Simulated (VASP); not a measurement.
Here is a VASP 6.6.1 calculation.

INCAR

```
PREC = Accurate
ENCUT = 520
EDIFF = 1E-6
ISMEAR = 0
SIGMA = 0.1
LREAL = False
LASPH = True
NELM = 100
ALGO = Normal
ISIF = 2
LWAVE = False
LCHARG = False
GGA = PE
NBANDS = 11
```

The input KPOINTS:

```
regular mesh
0
Gamma
  15 15 12
```

The input POSCAR:

```
MgB2
1.0
    3.0728984928      0.0000000000      0.0000000000
   -1.5364492464      2.6612081581      0.0000000000
    0.0000000000      0.0000000000      3.5320018758
Mg B
1 2
Direct
    0.0000000000      0.0000000000      0.0000000000
    0.3333333333      0.6666666667      0.5000000000
    0.6666666667      0.3333333333      0.5000000000
```

Potentials or basis: VASP PAW PBE potentials, release 64 (Mg, B).

Command:

```sh
$ cat potpaw_PBE.64/Mg/POTCAR potpaw_PBE.64/B/POTCAR > POTCAR
$ mpirun -np 1 vasp_std > vasp.out
```

(1) Predict the band gap on the k mesh.

(2) Estimate the pressure.

## Answers

(1) zero (bands 4 and 5 overlap by 3.77 eV).

(2) -0.3 GPa.
